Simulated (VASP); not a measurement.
A run of VASP 6.6.1 is set up as follows.

File POSCAR:

```
Pt
1.0
    0.0000000000      1.9850569793      1.9850569793
    1.9850569793      0.0000000000      1.9850569793
    1.9850569793      1.9850569793      0.0000000000
Pt
1
Direct
    0.0000000000      0.0000000000      0.0000000000
```

File INCAR.step1:

```
SYSTEM = Pt
PREC = Accurate ; ENCUT = 520
ISMEAR = 0 ; SIGMA = 0.1
LREAL = .FALSE. ; LASPH = .TRUE.
NELM = 100 ; NBANDS = 11
GGA = PE ; ALGO = Normal
EDIFF = 1E-4 ; LWAVE = .TRUE.
LCHARG = .FALSE.
```

The input INCAR.step2:

```
SYSTEM = Pt
PREC = Accurate ; ENCUT = 520
EDIFF = 1E-6 ; ISMEAR = 0
SIGMA = 0.1 ; LREAL = .FALSE.
LASPH = .TRUE. ; NELM = 100
ALGO = Normal ; ISIF = 2
LWAVE = .FALSE. ; LCHARG = .FALSE.
METAGGA = R2SCAN ; LMIXTAU = .TRUE.
NBANDS = 11 ; ISTART = 1
```

File KPOINTS:

```
Automatic mesh
0
G
  18 18 18
  0 0 0
```

Potentials or basis: VASP PAW PBE potentials, release 64 (Pt).

Launch:

```console
$ cat potpaw_PBE.64/Pt/POTCAR > POTCAR
$ cp INCAR.step1 INCAR
$ mpirun -np 1 vasp_std > vasp.out
$ cp INCAR.step2 INCAR
$ mpirun -np 1 vasp_std > vasp.out
```

(1) What does it give for the pressure?

(2) Predict the band gap on the k mesh.

Results:

(1) -5.2 GPa.

(2) zero (band 5 reaches 10.81 eV, above the bottom of band 6 at 8.58 eV).

Caveat: the PAW data sets were made with another functional, which shifts forces and pressure a little; spin-orbit coupling is left out, which moves the levels of the heavy elements.
